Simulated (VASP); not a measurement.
A run of VASP 6.6.1 is set up as follows.

The input INCAR:

```
SYSTEM = AlN
PREC = Accurate
ENCUT = 520
EDIFF = 1E-6
ISMEAR = 0
SIGMA = 0.05
LREAL = .FALSE.
LASPH = .TRUE.
NELM = 80
ALGO = Normal
ISIF = 2
LWAVE = .FALSE.
LCHARG = .FALSE.
GGA = CA
NBANDS = 16
```

The input KPOINTS:

```
Automatic mesh
0
G
  9 9 6
  0 0 0
```

POSCAR

```
AlN
1.0
    3.0371604035      0.0000000000      0.0000000000
   -1.5185802018      2.6302580648      0.0000000000
    0.0000000000      0.0000000000      4.8612078838
Al N
2 2
Direct
    0.3301182952      0.6602365904      0.0015212672
    0.6698817048      0.3397634096      0.5015212672
    0.3362022155      0.6724044311      0.3834787328
    0.6637977845      0.3275955689      0.8834787328
```

Potentials or basis: VASP PAW LDA potentials, release 64 (Al, N).

Launch:

```console
$ cat potpaw_LDA.64/Al/POTCAR potpaw_LDA.64/N/POTCAR > POTCAR
$ mpirun -np 1 vasp_std > vasp.out
```

Task: Predict the pressure.

Result: 12.5 GPa.

Task: Predict the largest force.

Result: 0.100 eV/Å.

Task: Estimate the band gap on the k mesh.

Result: 4.88 eV, direct.

Forces in eV/Å, atoms in the order of the input:
```
Al   0.000  0.098 -0.021
Al   0.000 -0.098 -0.021
N    0.000 -0.038  0.021
N    0.000  0.038  0.021
```

A k mesh can miss the band edges.
